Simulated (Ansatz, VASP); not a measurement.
# Hf2SnTe6: VASP beside Ansatz

```xyz
9
Lattice="4.0287 -0.0004 0.0077 -2.0146 3.4875 -0.0011 0.0405 0.0137 21.9356" Properties=species:S:1:pos:R:3 pbc="T T T"
Hf    0.0449    0.0071   18.3017
Hf   -0.0154   -0.0055    3.6366
Sn    0.0324    0.0198   10.9645
Te    0.0413    2.3321   20.0558
Te   -0.0207    2.3177    5.3895
Te    0.0293    2.3432   12.7928
Te    2.0016    1.1570    1.8897
Te    2.0475    1.1830    9.1441
Te    2.0639    1.1686   16.5548
```

Change from the starting cell: cell x1, atoms moved at random (sigma 0.15 Å) and cell strained at random (1.5 %), then relaxed without symmetry.

Alike in both runs: functional PBE; k mesh 6 × 6 × 1; occupations gaussian, width 0.2 eV; no spin polarisation.

Ansatz relaxed the structure, and its values are those at the end. VASP's run is a single point on that final structure, the one shown.

|  | VASP | Ansatz |
| --- | --- | --- |
| version | VASP 6.6.1 | Ansatz 0.2.0 |
| potentials or method | VASP PAW PBE potentials, release 64 (Hf_pv, Sn_d, Te), cutoff 520 eV | scalar-relativistic, plane waves, PAW |
| valence electrons in the cell | 70 | 162 |

VASP gave:

- gap on the k mesh at the Fermi level (eV): none
- pressure (GPa): -0.1
- rms of the force components (eV/Å): 0.010

Question: What did Ansatz give for the same quantities?

Answer: gap on the k mesh at the Fermi level (eV): none; pressure (GPa): 0.0; rms of the force components (eV/Å): 0.005.

A gap of «none» marks a metal or a gap that the smearing closes. VASP's potentials hold 70 valence electrons a cell and Ansatz's 162, so a difference there can come from the potentials and not from the codes.

Spin-orbit coupling is off throughout.
